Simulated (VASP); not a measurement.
Input of a VASP 6.6.1 run:

Contents of INCAR:

```
PREC = Accurate
ENCUT = 520
EDIFF = 1E-7
ISMEAR = 0
SIGMA = 0.1
LREAL = F
LASPH = T
NELM = 80
ALGO = Normal
ISIF = 2
LWAVE = F
LCHARG = F
GGA = PE
NBANDS = 16
```

KPOINTS

```
Automatic mesh
0
Gamma
  4 4 4
```

The input POSCAR:

```
GaAs
1.0
    0.0000000000      3.0381714042      3.0381714042
    3.0381714042      0.0000000000      3.0381714042
    3.0381714042      3.0381714042      0.0000000000
Ga As
1 1
Direct
    0.0000000000      0.0000000000      0.0000000000
    0.2500000000      0.2500000000      0.2500000000
```

Potentials or basis: VASP PAW PBE potentials, release 64 (Ga_d, As).

Command:

```sh
$ cat potpaw_PBE.64/Ga_d/POTCAR potpaw_PBE.64/As/POTCAR > POTCAR
$ mpirun -np 1 vasp_std > vasp.out
```

Task: What does it give for the pressure?

Result: -6.2 GPa.

Task: Estimate the band gap on the k mesh.

Result: Zero (filled and empty bands touch).

Caveat: the k points lie up to 0.45 Å⁻¹ apart.
